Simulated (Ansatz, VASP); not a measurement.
# Two plane-wave programs on HfC

File POSCAR:

```
HfC
1.0
    3.3428660531      0.0000000000      0.0000000000
   -1.6714330265      2.8950069234      0.0000000000
    0.0000000000      0.0000000000      5.2027140000
Hf C
2 2
Direct
    0.3333333333      0.6666666667      0.2500000000
    0.6666666667      0.3333333333      0.7500000000
    0.0000000000      0.0000000000      0.5000000000
    0.0000000000      0.0000000000      0.0000000000
```

Contents of INCAR.step1:

```
PREC = Accurate
ENCUT = 520
ISMEAR = -1
SIGMA = 0.05
LREAL = False
LASPH = True
NELM = 150
LMAXMIX = 4
LDAU = True
LDAUTYPE = 2
LDAUL = 2 -1
LDAUU = 4 0
LDAUJ = 0 0
NBANDS = 22
GGA = PE
ALGO = Normal
EDIFF = 1E-4
LWAVE = True
LCHARG = False
```

INCAR.step2

```
PREC = Accurate
ENCUT = 520
EDIFF = 1E-7
ISMEAR = -1
SIGMA = 0.05
LREAL = False
LASPH = True
NELM = 150
ALGO = Normal
ISIF = 2
LWAVE = False
LCHARG = False
LMAXMIX = 4
LDAU = True
LDAUTYPE = 2
LDAUL = 2 -1
LDAUU = 4 0
LDAUJ = 0 0
LDAUPRINT = 1
METAGGA = R2SCAN
LMIXTAU = True
NBANDS = 22
ISTART = 1
```

The input KPOINTS:

```
regular mesh
0
Gamma
  9 9 5
```

The input input.yaml:

```yaml
crystal:
  lattice:
    - [3.3428660531, 0.0, 0.0]
    - [-1.6714330265, 2.8950069234, 0.0]
    - [0.0, 0.0, 5.202714]
  atoms:
    - { symbol: Hf, position: [0.3333333333, 0.6666666667, 0.25] }
    - { symbol: Hf, position: [0.6666666667, 0.3333333333, 0.75] }
    - { symbol: C, position: [0.0, 0.0, 0.5] }
    - { symbol: C, position: [0.0, 0.0, 0.0] }
hamiltonian:
  xc: r2scan
  pseudopotentials: { kind: paw }
  hubbard: { sites: [{ species: Hf, l: d, u_eff: 4.0 }] }
kpoints:
  mp_grid: { grid: [9, 9, 5] }
  band_path:
    path:
      - [[0.0, 0.0, 0.0], [0.5, 0.0, 0.0], [0.3333333333, 0.3333333333, 0.0], [0.0, 0.0, 0.0], [0.0, 0.0, 0.5], [0.5, 0.0, 0.5], [0.3333333333, 0.3333333333, 0.5], [0.0, 0.0, 0.5]]
      - [[0.5, 0.0, 0.5], [0.5, 0.0, 0.0]]
      - [[0.3333333333, 0.3333333333, 0.0], [0.3333333333, 0.3333333333, 0.5]]
    npoints: 14
scf:
  occupations: { method: fermi_dirac, width: 0.05 }
  n_extra_bands: 10
output:
  forces: true
  stress: true
  eigenvalues: true
  fatbands: true
```

Alike in both runs: functional r2SCAN; k mesh 9 × 9 × 5; occupations fermi-dirac, width 0.05 eV; no spin polarisation; Hubbard terms Hf d U = 4.0 eV.

```csv
,VASP,Ansatz
version,VASP 6.6.1,Ansatz 0.2.0
potentials or method,"VASP PAW PBE potentials, release 64 (Hf_pv, C)",Ansatz PAW
plane-wave cutoff (eV),520,500
valence electrons in the cell,28,60
task,single point,band structure
```

|  | VASP | Ansatz | Ansatz less VASP |
| --- | --- | --- | --- |
| gap on the k mesh at the Fermi level (eV) | none | none | - |
| pressure (GPa) | 10.7 | 3.2 | -7.41 |
| traceless stress, the component that is largest in VASP (GPa) | 6.19 | 7.73 | +1.535 |

VASP's potentials were made for PBE, not for r2SCAN. The programs project onto different local orbitals, so the same U acts differently, and such runs can settle in different states. A gap of «none» marks a metal or a gap that the smearing closes. VASP's potentials hold 28 valence electrons a cell and Ansatz's 60, so a difference there can come from the potentials and not from the codes.

Neither program's run includes spin-orbit coupling.
